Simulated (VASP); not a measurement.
Write the native input for VASP 6.6.1 that does the following.

```yaml
Task: single point
Functional: PBE
Potentials_or_basis: VASP PAW PBE potentials, release 64 (Na_pv, I)
Cutoff: 520 eV
k_mesh: 6 × 6 × 6
Occupations: gaussian, width 0.1 eV
Spin: no spin polarisation
Dipole_correction: no
Further_INCAR_settings: ALGO = Normal; EDIFF = 1e-07; NBANDS = 14
```

The structure of NaI lies in POSCAR:

```
NaI
1.0
    2.2926043189      1.3236357207      3.7851111660
   -2.2926043189      1.3236357207      3.7851111660
    0.0000000000     -2.6472714413      3.7851111660
Na I
1 1
Direct
    0.5000000000      0.5000000000      0.5000000000
    0.0000000000      0.0000000000      0.0000000000
```

The input as run:

INCAR

```
SYSTEM = NaI
  PREC = Accurate
  ENCUT = 520
  EDIFF = 1E-7
  ISMEAR = 0
  SIGMA = 0.1
  LREAL = .FALSE.
  LASPH = .TRUE.
  NELM = 60
  ALGO = Normal
  ISIF = 2
  LWAVE = .FALSE.
  LCHARG = .FALSE.
  GGA = PE
  NBANDS = 14
```

KPOINTS

```
Automatic mesh
0
G
  6 6 6
  0 0 0
```

Potentials or basis: VASP PAW PBE potentials, release 64 (Na_pv, I).

Command:

```sh
$ cat potpaw_PBE.64/Na_pv/POTCAR potpaw_PBE.64/I/POTCAR > POTCAR
$ mpirun -np 1 vasp_std > vasp.out
```

It gave:

```json
{"Pressure": "0.2 GPa", "Band gap on the k mesh": "3.58 eV, direct"}
```

Caveat: spin-orbit coupling is left out, which moves the levels of the heavy elements.

Wall time 38 s on 1 thread of Intel(R) Xeon(R) Platinum 8259CL CPU @ 2.50GHz (Skylake/Cascade Lake), with other jobs on the host, peak memory 0.21 GiB.
